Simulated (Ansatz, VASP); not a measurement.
# Y2CF2 in VASP and in Ansatz

```
Y C F
1.0
     3.60030    0.00000    0.00000
    -1.80015    3.11795    0.00000
     0.00000    0.00000    6.21022
Y C F
2 1 2
Direct
  0.33333 0.66667 0.21571
  0.66667 0.33333 0.78429
  0.00000 0.00000 0.00000
  0.33333 0.66667 0.61209
  0.66667 0.33333 0.38791
```

Alike in both runs: functional LDA; k mesh 9 × 9 × 4; occupations gaussian, width 0.02 eV; no spin polarisation.

Ansatz relaxed the structure, and its values are those at the end. VASP's run is a single point on that final structure, the one shown.

```csv
,VASP,Ansatz
version,VASP 6.6.1,Ansatz 0.2.0
potentials or method,"VASP PAW LDA potentials, release 64 (Y_sv, C, F), cutoff 520 eV","scalar-relativistic, plane waves, PAW"
valence electrons in the cell,40,40
```

```tsv
	VASP	Ansatz	Ansatz less VASP
gap on the k mesh at the Fermi level (eV)	1.05	1.06	+0.006
least direct gap on the mesh (eV)	1.19	1.20	+0.008
pressure (GPa)	0.1	0.0	-0.08
```

LDA's correlation is that of Perdew and Zunger in VASP and of Perdew and Wang (1992) in Ansatz.
